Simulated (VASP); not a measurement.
# CaB6 (Pm-3m) in VASP: further runs

CaB6 is run at these levels: PBEsol; tasks: single point.

Everything below comes from runs of VASP 6.6.1. Logs are shortened: lines on timing, memory, paths and dates and some standing lists are left out, and cuts for length are marked.

**Measured values to compare with.**

From “Bulk Band Gaps in Divalent Hexaborides”, 2001, arxiv:cond-mat/0107429, for a bulk crystal of CaB6: band gap 1.15 eV.

How close the calculation comes is told below.

### Step 1. The cell of the first run

Symmetry: Pm-3m, No. 221, cubic system. The conventional cell has a = 4.145 Å, b = 4.145 Å, c = 4.145 Å, α = 90.00°, β = 90.00°, γ = 90.00°. Within 4.2 Å of Ca (site symmetry m-3m) lie 24 B at 3.05 Å and 6 Ca at 4.14 Å. Within 2.3 Å of B (site symmetry 4mm) lie 5 B at 1.72 Å.

### Step 2. Single point, PBEsol

INCAR reads:

```
PREC = Accurate ; ENCUT = 520
EDIFF = 1E-6 ; ISMEAR = 0
SIGMA = 0.1 ; LREAL = F
LASPH = T ; NELM = 100
ALGO = Normal ; ISIF = 2
LWAVE = F ; LCHARG = F
GGA = PS ; NBANDS = 23
```

KPOINTS reads:

```
regular mesh
0
Gamma
  4 4 4
```

POSCAR reads:

```
CaB6
1.0
    4.1450000000      0.0000000000      0.0000000000
    0.0000000000      4.1450000000      0.0000000000
    0.0000000000      0.0000000000      4.1450000000
Ca B
1 6
Direct
    0.5000000000      0.5000000000      0.5000000000
    0.0000000000      0.0000000000      0.2930000000
    0.0000000000      0.0000000000      0.7070000000
    0.2930000000      0.0000000000      0.0000000000
    0.7070000000      0.0000000000      0.0000000000
    0.0000000000      0.2930000000      0.0000000000
    0.0000000000      0.7070000000      0.0000000000
```

Potentials or basis: VASP PAW PBE potentials, release 64 (Ca_sv, B).

Started as:

```console
> cat potpaw_PBE.64/Ca_sv/POTCAR potpaw_PBE.64/B/POTCAR > POTCAR
> mpirun -np 1 vasp_std > vasp.out
```

OUTCAR:

```text
PREC = Accurate
   ENCUT = 520
   EDIFF = 1E-6
   ISMEAR = 0
   LREAL = F
   LASPH = T
   NELM = 100
   ISIF = 2
   GGA = PS

 ion  position               nearest neighbor table
   1  0.500  0.500  0.500-
   2  0.000  0.000  0.293-   3 1.72   4 1.72   5 1.72   6 1.72   7 1.72
   3  0.000  0.000  0.707-   2 1.72   4 1.72   5 1.72   6 1.72   7 1.72
   4  0.293  0.000  0.000-   5 1.72   3 1.72   2 1.72   6 1.72   7 1.72
   5  0.707  0.000  0.000-   4 1.72   3 1.72   2 1.72   6 1.72   7 1.72
   6  0.000  0.293  0.000-   7 1.72   3 1.72   4 1.72   5 1.72   2 1.72
   7  0.000  0.707  0.000-   6 1.72   3 1.72   4 1.72   5 1.72   2 1.72

  LATTYP: Found a simple cubic cell.
 ALAT       =     4.1450000000

  Lattice vectors:

 A1 = (   4.1450000000,   0.0000000000,   0.0000000000)
 A2 = (   0.0000000000,   4.1450000000,   0.0000000000)
 A3 = (   0.0000000000,   0.0000000000,   4.1450000000)

Analysis of symmetry for initial positions (statically):
=====================================================================
 Subroutine PRICEL returns:
 Original cell was already a primitive cell.

 Routine SETGRP: Setting up the symmetry group for a
 simple cubic supercell.

 Subroutine GETGRP returns: Found 48 space group operations
 (whereof 48 operations were pure point group operations)
 out of a pool of 48 trial point group operations.

The static configuration has the point symmetry O_h .

Analysis of symmetry for dynamics (positions and initial velocities):
=====================================================================
 Subroutine PRICEL returns:
 Original cell was already a primitive cell.

 Routine SETGRP: Setting up the symmetry group for a
 simple cubic supercell.

 Subroutine GETGRP returns: Found 48 space group operations
 (whereof 48 operations were pure point group operations)
 out of a pool of 48 trial point group operations.

The dynamic configuration has the point symmetry O_h .

 Subroutine INISYM returns: Found 48 space group operations
 (whereof 48 operations are pure point group operations),
 and found     1 'primitive' translations

----------------------------------------------------------------------------------------

                                     Primitive cell

  volume of cell :      71.2153

  direct lattice vectors                    reciprocal lattice vectors
     4.145000000  0.000000000  0.000000000     0.241254524  0.000000000  0.000000000
     0.000000000  4.145000000  0.000000000     0.000000000  0.241254524  0.000000000
     0.000000000  0.000000000  4.145000000     0.000000000  0.000000000  0.241254524

  length of vectors
     4.145000000  4.145000000  4.145000000     0.241254524  0.241254524  0.241254524

  position of ions in fractional coordinates (direct lattice)
     0.500000000  0.500000000  0.500000000
     0.000000000  0.000000000  0.293000000
     0.000000000  0.000000000  0.707000000
     0.293000000  0.000000000  0.000000000
     0.707000000  0.000000000  0.000000000
     0.000000000  0.293000000  0.000000000
     0.000000000  0.707000000  0.000000000

  ion indices of the primitive-cell ions
   primitive index   ion index
                 1           1
                 2           2
                 3           3
                 4           4
                 5           5
                 6           6
                 7           7

----------------------------------------------------------------------------------------

 KPOINTS: regular mesh

Automatic generation of k-mesh.
 Grid dimensions read from file:
 generate k-points for:    4    4    4

 Generating k-lattice:

  Cartesian coordinates                     Fractional coordinates (reciprocal lattice)
     0.060313631  0.000000000  0.000000000     0.250000000  0.000000000  0.000000000
     0.000000000  0.060313631  0.000000000     0.000000000  0.250000000  0.000000000
     0.000000000  0.000000000  0.060313631     0.000000000  0.000000000  0.250000000

  Length of vectors
     0.060313631  0.060313631  0.060313631

  Shift w.r.t. Gamma in fractional coordinates (k-lattice)
     0.000000000  0.000000000  0.000000000

 Subroutine IBZKPT returns following result:
 ===========================================

 Found     10 irreducible k-points:

 Following reciprocal coordinates:
            Coordinates               Weight
  0.000000  0.000000  0.000000      1.000000
  0.250000  0.000000  0.000000      6.000000
  0.500000  0.000000  0.000000      3.000000
  0.250000  0.250000  0.000000     12.000000
  0.500000  0.250000  0.000000     12.000000
  0.500000  0.500000  0.000000      3.000000
  0.250000  0.250000  0.250000      8.000000
  0.500000  0.250000  0.250000     12.000000
  0.500000  0.500000  0.250000      6.000000
  0.500000  0.500000  0.500000      1.000000
   k-points           NKPTS =     10   k-points in BZ     NKDIM =     10   number of bands    NBANDS=     23
   number of dos      NEDOS =    301   number of ions     NIONS =      7
   total plane-waves  NPLWV =  32768
   dimension x,y,z NGX =    32 NGY =   32 NGZ =   32
   dimension x,y,z NGXF=    64 NGYF=   64 NGZF=   64
   ions per type =               1   6
   NGX,Y,Z   is equivalent  to a cutoff of  12.83, 12.83, 12.83 a.u.
   NGXF,Y,Z  is equivalent  to a cutoff of  25.67, 25.67, 25.67 a.u.
 SYSTEM =  unknown system
   PREC   = accura    normal or accurate (medium, high low for compatibility)
   ISTART =      0    job   : 0-new  1-cont  2-samecut
   ICHARG =      2    charge: 1-file 2-atom 10-const
   ISPIN  =      1    spin polarized calculation?
   LNONCOLLINEAR =      F non collinear calculations
   LSORBIT =      F    spin-orbit coupling
   LASPH  =      T    aspherical Exc in radial PAW
   ENCUT  =  520.0 eV  38.22 Ry    6.18 a.u.   7.71  7.71  7.71*2*pi/ulx,y,z
   NELM   =    100;   NELMIN=  2; NELMDL= -5     # of ELM steps
   EDIFF  = 0.1E-05   stopping-criterion for ELM
   LREAL  =      F    real-space projection
   EDIFFG = 0.1E-04   stopping-criterion for IOM
   NSW    =      0    number of steps for IOM
   IBRION =     -1    ionic relax: 0-MD 1-quasi-New 2-CG
   NFREE  =      0    steps in history (QN), initial steepest desc. (CG)
   ISIF   =      2    stress and relaxation
   ISYM   =      2    0-nonsym 1-usesym 2-fastsym
   POTIM  = 0.5000    time-step for ionic-motion
   TEBEG  =    0.0;   TEEND  =   0.0 temperature during run
   PSTRESS=    0.0 pullay stress
   NELECT =      28.0000    total number of electrons
   NUPDOWN=      -1.0000    fix difference up-down
   EMIN   =  10.00;   EMAX   =-10.00  energy-range for DOS
   EFERMI =   0.00;   METHOD = LEGACY
   ISMEAR =     0;   SIGMA  =   0.10  broadening in eV -4-tet -1-fermi 0-gaus
   EFERMI_NEDOS =   21; number of points for ismear=-14 and -15
   IALGO  =     38    algorithm
   IMIX   =      4    mixing-type and parameters
     AMIX     =   0.40;   BMIX     =  1.00
     AMIX_MAG =   1.60;   BMIX_MAG =  1.00
  volume/ion in A,a.u.               =      10.17        68.65
  Fermi-wavevector in a.u.,A,eV,Ry     =   1.199323  2.266393 19.570302  1.438377
  Thomas-Fermi vector in A             =   2.335189
   LORBIT       =      0    0 simple, 1 ext, 2 COOP (PROOUT), +10 PAW based schemes
   GGA     = PS    functional components
   LHFCALC =     F    Hartree Fock is set to
   AEXX    =    0.0000 exact exchange contribution
   IVDW    =     0    specifies the selected vdW correction
   LEPSILON=     F    determine dielectric tensor
   LRPA    =     F    only Hartree local field effects (RPA)
 non-spin polarized calculation
 Gauss-broadening in eV      SIGMA  =   0.10
  energy-cutoff  :      520.00
  volume of cell :       71.22
 maximum number of plane-waves:      1936
 NGX is ok and might be reduce to    32
   NGX = 15   NGY = 15   NGZ = 15

 number of electron      28.0000006 magnetization

 Free energy of the ion-electron system (eV)
  ---------------------------------------------------
  ext. energy  EPLUGINS =         0.00000000
  ---------------------------------------------------
  free energy    TOTEN  =       -46.96480494 eV

  energy without entropy =      -46.96108541  energy(sigma->0) =      -46.96294518

 E-fermi :   4.4704     XC(G=0): -10.6848

 val. band max:        4.4108947556   @ k =   0.5000   0.0000   0.0000
 cond. band min:       4.5298912052   @ k =   0.5000   0.0000   0.0000
 fundamental gap:      0.1189964496
 Fermi energy:         4.4704280174

 k-point     1 :       0.0000    0.0000    0.0000
  band No.  band energies     occupation
      1     -36.3991      2.00000
      2     -17.4623      2.00000
      3     -17.4623      2.00000
      4     -17.4623      2.00000
      5     -10.1505      2.00000
      6      -2.4150      2.00000
[... 15 lines left out ...]
     22       9.2678      0.00000
     23      10.4644      0.00000

 k-point     2 :       0.2500    0.0000    0.0000
  band No.  band energies     occupation
      1     -36.3979      2.00000
      2     -17.4929      2.00000
      3     -17.4589      2.00000
      4     -17.4589      2.00000
      5      -9.9879      2.00000
      6      -4.0228      2.00000
[... 15 lines left out ...]
     22       9.7002      0.00000
     23      10.1303      0.00000

 k-point     3 :       0.5000    0.0000    0.0000
  band No.  band energies     occupation
      1     -36.3967      2.00000
      2     -17.5231      2.00000
      3     -17.4554      2.00000
      4     -17.4554      2.00000
      5      -9.8035      2.00000
      6      -4.8563      2.00000
[... 15 lines left out ...]
     22      11.2554      0.00000
     23      11.2554      0.00000
[... 131 lines left out ...]
 k-point     9 :       0.5000    0.5000    0.2500
  band No.  band energies     occupation
      1     -36.3931      2.00000
      2     -17.5052      2.00000
      3     -17.5052      2.00000
      4     -17.4747      2.00000
      5      -9.5063      2.00000
      6      -4.0267      2.00000
[... 15 lines left out ...]
     22      10.2986      0.00000
     23      11.3022      0.00000

 k-point    10 :       0.5000    0.5000    0.5000
  band No.  band energies     occupation
      1     -36.3920      2.00000
      2     -17.5002      2.00000
      3     -17.5002      2.00000
      4     -17.5002      2.00000
      5      -9.3841      2.00000
      6      -3.8764      2.00000
[... 15 lines left out ...]
     22      12.9593      0.00000
     23      12.9594      0.00000

------------------------ aborting loop because EDIFF is reached ----------------------------------------

  FORCE on cell =-STRESS in cart. coord.  units (eV):
  Direction    XX          YY          ZZ          XY          YZ          ZX
  --------------------------------------------------------------------------------------
  -------------------------------------------------------------------------------------
  Total        0.1221222      0.1221222      0.1221222     -0.0000000      0.0000000     -0.0000000
  in kB        2.7474622      2.7474622      2.7474622     -0.0000000      0.0000000     -0.0000000
  external PRESSURE =       2.7474622 kB  Pullay stress =       0.0000000 kB

 VOLUME and BASIS-vectors are now :
 -----------------------------------------------------------------------------
  energy-cutoff  :      520.00
  volume of cell :       71.22
      direct lattice vectors                 reciprocal lattice vectors
     4.145000000  0.000000000  0.000000000     0.241254524  0.000000000  0.000000000
     0.000000000  4.145000000  0.000000000     0.000000000  0.241254524  0.000000000
     0.000000000  0.000000000  4.145000000     0.000000000  0.000000000  0.241254524

 POSITION                                       TOTAL-FORCE (eV/Angst)
 -----------------------------------------------------------------------------------
      2.07250      2.07250      2.07250         0.000000      0.000000     -0.000000
      0.00000      0.00000      1.21448         0.000000     -0.000000      1.383289
      0.00000      0.00000      2.93052         0.000000      0.000000     -1.383289
      1.21448      0.00000      0.00000         1.383289      0.000000     -0.000000
      2.93052      0.00000      0.00000        -1.383289     -0.000000     -0.000000
      0.00000      1.21448      0.00000         0.000000      1.383289     -0.000000
      0.00000      2.93052      0.00000         0.000000     -1.383289     -0.000000
 -----------------------------------------------------------------------------------
    total drift:                                0.000000      0.000000     -0.000000

  FREE ENERGIE OF THE ION-ELECTRON SYSTEM (eV)
  ---------------------------------------------------
  free  energy   TOTEN  =       -46.9648049442 eV

  energy  without entropy=      -46.9610854113  energy(sigma->0) =      -46.96294518
```

Wall time 8.1 s (1 thread of Intel Xeon 6975P-C (Granite Rapids), shared host); peak memory 0.17 GiB.

What came out:

* Free energy: -46.9648 eV
* Pressure: 0.3 GPa
* Largest force: 1.383 eV/Å
* Band gap on the k mesh: 0.12 eV

Forces on the atoms (eV/Å):
```
Ca   0.000  0.000  0.000
B    0.000  0.000  1.383
B    0.000  0.000 -1.383
B    1.383  0.000  0.000
B   -1.383  0.000  0.000
B    0.000  1.383  0.000
B    0.000 -1.383  0.000
```

Levels at points of the mesh, in eV from the valence-band top:
| k point | band 12 | band 13 | band 14 | band 15 | band 16 | band 17 |
| --- | --- | --- | --- | --- | --- | --- |
| (0.00, 0.00, 0.00) | -0.37 | -0.37 | -0.37 | 3.21 | 3.21 | 3.21 |
| (0.50, 0.00, 0.00) | -2.28 | -1.48 | 0.00 | 0.12 | 3.38 | 3.38 |
| (0.50, 0.50, 0.00) | -2.59 | -1.20 | -1.20 | 3.26 | 3.26 | 4.16 |
| (0.50, 0.50, 0.50) | -0.90 | -0.90 | -0.90 | 4.31 | 4.89 | 4.89 |

Caveat: the PAW data sets were made with another functional, which shifts forces and pressure a little.

### Step 3. Single point, PBEsol

This run uses another cell than the first one, of 10.01 Å³/atom.

INCAR reads:

```
ALGO = Normal ; EDIFF = 1E-6
ENCUT = 520 ; GGA = PS
ISIF = 2 ; ISMEAR = 0
LASPH = T ; LCHARG = F
LREAL = F ; LWAVE = F
NBANDS = 23 ; NELM = 100
PREC = Accurate ; SIGMA = 0.1
```

KPOINTS reads:

```
k-points
0
Gamma
  6 6 6
```

POSCAR reads:

```
CaB6
1.0
    4.1233247180      0.0000000000      0.0000000000
    0.0000000000      4.1233247180      0.0000000000
    0.0000000000      0.0000000000      4.1233247180
Ca B
1 6
Direct
    0.5000000000      0.5000000000      0.5000000000
    0.0000000000      0.0000000000      0.2986478305
    0.0000000000      0.0000000000      0.7013521695
    0.2986478305      0.0000000000      0.0000000000
    0.7013521695      0.0000000000      0.0000000000
    0.0000000000      0.2986478305      0.0000000000
    0.0000000000      0.7013521695      0.0000000000
```

Potentials or basis: VASP PAW PBE potentials, release 64 (Ca_sv, B).

Started as:

```console
> cat potpaw_PBE.64/Ca_sv/POTCAR potpaw_PBE.64/B/POTCAR > POTCAR
> mpirun -np 1 vasp_std > vasp.out
```

Wall time 12 s (1 thread of Intel Xeon 6975P-C (Granite Rapids), shared host); peak memory 0.18 GiB.

The run converged. Its results:

* Free energy: -47.1065 eV
* Pressure: 0.6 GPa
* Band gap on the k mesh: 0.12 eV (least direct gap 0.27 eV)

Levels at points of the mesh, in eV from the valence-band top:
```csv
k point,band 12,band 13,band 14,band 15,band 16,band 17
"(0.00, 0.00, 0.00)",-0.29,-0.29,-0.29,2.85,2.85,2.85
"(0.50, 0.00, 0.00)",-2.39,-1.75,-0.16,0.12,3.26,3.26
"(0.50, 0.50, 0.00)",-2.72,-1.44,-1.44,3.07,3.07,4.14
"(0.50, 0.50, 0.50)",-1.05,-1.05,-1.05,4.24,4.88,4.88
```

Caveat: the PAW data sets were made with another functional, which shifts forces and pressure a little.

### Step 4. Comparison with measurements

Step 2. Against the measured gap of CaB6, 1.15 eV (“Bulk Band Gaps in Divalent Hexaborides”, 2001, arxiv:cond-mat/0107429), the calculated 0.12 eV is off by -1.03 eV. So large a miss can be the level of theory's own, or it may mean another phase, state or a wrong row. The value is that of PBEsol on a finite k mesh, which can miss the band edges, without temperature or zero-point motion. Semilocal functionals fall short of measured gaps as a rule.
